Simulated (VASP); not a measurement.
A run of VASP 6.6.1:

Contents of INCAR:

```
  ALGO = Normal
  EDIFF = 1E-7
  ENCUT = 520
  GGA = PS
  ISIF = 2
  ISMEAR = 1
  LASPH = T
  LCHARG = T
  LELF = T
  LREAL = F
  LVHAR = T
  LWAVE = F
  NBANDS = 20
  NELM = 60
  PREC = Accurate
  SIGMA = 0.1
```

File KPOINTS:

```
k-points
0
Gamma
  6 6 2
```

Contents of POSCAR:

```
Te2Mo
1.0
    3.5167265340     -0.0043897557     -0.0089503159
   -1.7621649612      3.0469311447     -0.0017167843
   -0.0441544301     -0.0352598217     17.4250565242
Te Mo
2 1
Direct
    0.3272441098      0.6521831318      0.8977623869
    0.3372077946      0.6585217304      0.1027975388
   -0.0008304627     -0.0112382856      0.0002610131
```

Potentials or basis: VASP PAW PBE potentials, release 64 (Te, Mo_sv).

Launch:

```sh
$ cat potpaw_PBE.64/Te/POTCAR potpaw_PBE.64/Mo_sv/POTCAR > POTCAR
$ mpirun -np 1 vasp_std > vasp.out
```

Hardware: 1 thread of Intel(R) Xeon(R) Platinum 8259CL CPU @ 2.50GHz (Skylake/Cascade Lake), with other jobs on the host.

Q: Estimate the wall time of this run.

A: It took 4.5 min on 1 thread of Intel(R) Xeon(R) Platinum 8259CL CPU @ 2.50GHz (Skylake/Cascade Lake), with other jobs on the host, peak memory 0.4 GiB. Counts: scf iterations 23, k points 40.
